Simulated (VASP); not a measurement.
# IrO2 (sol): relaxation of cell and atoms with PBEsol

IrO2 (sol):

```
Ir O
1.0
     4.50510    0.00000    0.00000
     0.00000    4.50510    0.00000
     0.00000    0.00000    3.15860
Ir O
2 4
Direct
  0.00000 0.00000 0.00000
  0.50000 0.50000 0.50000
  0.30770 0.30770 0.00000
  0.19230 0.80770 0.50000
  0.69230 0.69230 0.00000
  0.80770 0.19230 0.50000
```

```
Program                : VASP 6.6.1
Task                   : relaxation of cell and atoms
Functional             : PBEsol
Potentials or basis    : VASP PAW PBE potentials, release 64 (Ir, O)
Cutoff                 : 600 eV
k mesh                 : 8 × 8 × 12
Occupations            : gaussian, width 0.1 eV
Spin                   : no spin polarisation
Dipole correction      : no
Further INCAR settings : ALGO = Normal; EDIFF = 1e-07; IBRION = 2; EDIFFG = -0.002; NSW = 100; ISIF = 3
```

* Relaxed volume: 10.60 Å³/atom
* Relaxed cell: a = 4.484 Å, b = 4.484 Å, c = 3.164 Å, α = 90.00°, β = 90.00°, γ = 90.00°
* Space group after relaxing (to 0.05 Å): P4_2/mnm (No. 136)
* Energy gained by relaxing: 1.0 meV/atom
* Ionic steps: 7
* Pressure after relaxing: 0.0 GPa
* Band gap on the k mesh: zero (band 21 reaches 6.72 eV, above the bottom of band 22 at 5.34 eV)

Step by step:
| step | energy change (eV) | largest force (eV/Å) | pressure (GPa) | volume (Å³) |
| --- | --- | --- | --- | --- |
| 1 | 0.0000 | 0.1518 | -2.03 | 64.11 |
| 2 | 0.0061 | 0.1026 | 4.14 | 62.86 |
| 3 | -0.0040 | 0.0574 | 0.29 | 63.62 |
| 4 | -0.0058 | 0.0219 | 0.09 | 63.60 |
| 5 | -0.0058 | 0.0121 | 0.03 | 63.60 |
| 6 | -0.0058 | 0.0125 | -0.02 | 63.62 |
| 7 | -0.0059 | 0.0001 | 0.01 | 63.61 |

Final structure:
```yaml
crystal:
  lattice:
    - [4.48366, 0.00000, 0.00000]
    - [0.00000, 4.48366, 0.00000]
    - [0.00000, 0.00000, 3.16410]
  atoms:
    - { symbol: Ir, position: [0.00000, 0.00000, 0.00000] }
    - { symbol: Ir, position: [0.50000, 0.50000, 0.50000] }
    - { symbol: O, position: [0.30887, 0.30887, 0.00000] }
    - { symbol: O, position: [0.19113, 0.80887, 0.50000] }
    - { symbol: O, position: [0.69113, 0.69113, 0.00000] }
    - { symbol: O, position: [0.80887, 0.19113, 0.50000] }
```

Levels at points of the mesh, in eV from the Fermi level:
```csv
k point,band 19,band 20,band 21,band 22,band 23,band 24
"(0.00, 0.00, 0.00)",-2.39,-2.33,-2.23,0.74,1.26,4.13
"(0.50, 0.00, 0.00)",-1.33,-1.33,-0.31,-0.31,3.57,3.57
"(0.50, 0.50, 0.00)",-2.45,-2.45,0.20,0.20,2.50,2.50
"(0.00, 0.00, 0.50)",-0.69,-0.69,0.27,0.27,2.24,2.24
"(0.50, 0.00, 0.50)",-1.83,-1.83,0.55,0.55,1.11,1.11
"(0.50, 0.50, 0.50)",-1.25,-1.25,-0.50,-0.50,2.19,2.19
```

It took 8.7 min on 1 thread of Intel(R) Xeon(R) Platinum 8488C (Sapphire Rapids), on a shared host, peak memory 0.32 GiB.

Caveat: the PAW data sets were made with another functional, which shifts forces and pressure a little; spin-orbit coupling is left out, which moves the levels of the heavy elements.
